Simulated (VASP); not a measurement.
Zr5TiC6:

```
Zr Ti C
1.0
     3.45988    0.00000    0.00000
     0.00000    3.45988    0.00000
     0.00000    0.00000   14.67903
Zr Ti C
5 1 6
Direct
  0.00000 0.00000 0.16667
  0.50000 0.50000 0.33333
  0.50000 0.50000 0.66667
  0.00000 0.00000 0.83333
  0.50000 0.50000 0.00000
  0.00000 0.00000 0.50000
  0.00000 0.00000 0.00000
  0.50000 0.50000 0.16667
  0.00000 0.00000 0.33333
  0.50000 0.50000 0.50000
  0.00000 0.00000 0.66667
  0.50000 0.50000 0.83333
```

```yaml
Program: VASP 6.6.1
Task: relaxation of cell and atoms
Functional: PBE
Potentials_or_basis: VASP PAW PBE potentials, release 64 (Zr_sv, Ti_sv, C)
Cutoff: 600 eV
k_mesh: 6 × 6 × 2
Occupations: gaussian, width 0.1 eV
Spin: no spin polarisation
```

At the start: pressure -24.2 GPa; volume 14.64 Å³/atom.

Task: Where does the relaxation end?

Result: Over 12 steps the energy falls by 182.4 meV/atom and the volume is 12.64 Å³/atom (-13.7 %); space group P4/mmm (No. 123, to 0.1 Å) before and after.

Step by step:
```tsv
step	energy change (eV)	largest force (eV/Å)	pressure (GPa)	volume (Å³)
1	0.0000	0.5029	-24.16	175.72
2	2.3148	1.0916	62.45	125.34
3	-2.0523	0.6469	-1.40	152.81
4	-2.0575	0.6597	-0.13	151.93
5	-2.0574	0.6664	0.53	151.48
6	-2.1204	0.5298	0.62	151.32
7	-2.1643	0.3372	1.10	151.03
8	-2.1741	0.1603	-2.17	153.21
9	-2.1806	0.1763	-0.93	152.36
10	-2.1854	0.1388	0.69	151.21
11	-2.1866	0.1142	0.18	151.56
12	-2.1886	0.0376	0.02	151.67
```

Final structure:
```
Zr Ti C
1.0
     3.29872    0.00000    0.00000
     0.00000    3.29872    0.00000
     0.00000    0.00000   13.93811
Zr Ti C
5 1 6
Direct
  0.00000 0.00000 0.16952
  0.50000 0.50000 0.33932
  0.50000 0.50000 0.66068
  0.00000 0.00000 0.83048
  0.50000 0.50000 0.00000
  0.00000 0.00000 0.50000
  0.00000 0.00000 0.00000
  0.50000 0.50000 0.16878
  0.00000 0.00000 0.34149
  0.50000 0.50000 0.50000
  0.00000 0.00000 0.65851
  0.50000 0.50000 0.83122
```
